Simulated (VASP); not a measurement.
Input of a VASP 6.6.1 run:

INCAR

```
SYSTEM = Mo3N
PREC     = Accurate       ! precision mode
ENCUT    = 520            ! plane-wave cutoff, eV
EDIFF    = 1E-6           ! SCF threshold, eV
ISMEAR   = 0              ! smearing method
SIGMA    = 0.1            ! smearing width, eV
LREAL    = .FALSE.        ! projectors in reciprocal space
LASPH    = .TRUE.         ! aspherical terms in the spheres
NELM     = 150            ! most SCF steps
ALGO     = Normal         ! electronic algorithm
ISIF     = 2              ! what is computed and relaxed
LWAVE    = .FALSE.        ! write WAVECAR
LCHARG   = .TRUE.         ! write CHGCAR
ISPIN    = 2              ! spin polarisation
MAGMOM   = 1 1 1 0        ! initial moments
LORBIT   = 11             ! projections on sites
LMAXMIX  = 4              ! l up to which the mixer works
GGA      = PE             ! functional
LELF     = .TRUE.         ! ELF
LVHAR    = .TRUE.       
NBANDS   = 36             ! bands
```

KPOINTS

```
regular mesh
0
G
  6 6 6
  0 0 0
```

Contents of POSCAR:

```
Mo3N
1.0
    3.6857627131      0.0000000000      0.0000000000
    0.0000000000      3.6857627131      0.0000000000
    0.0000000000      0.0000000000      3.6857627131
Mo N
3 1
Direct
    0.0000000000      0.5000000000      0.5000000000
    0.5000000000      0.0000000000      0.5000000000
    0.5000000000      0.5000000000      0.0000000000
    0.0000000000      0.0000000000      0.0000000000
```

Potentials or basis: VASP PAW PBE potentials, release 64 (Mo_sv, N).

Launch:

```bash
$ cat potpaw_PBE.64/Mo_sv/POTCAR potpaw_PBE.64/N/POTCAR > POTCAR
$ mpirun -np 1 vasp_std > vasp.out
```

Q: Estimate the net moment.

A: 0.00 μB per cell.

Q: Predict the pressure.

A: 24.3 GPa.

Caveat: the cell stands under pressure.
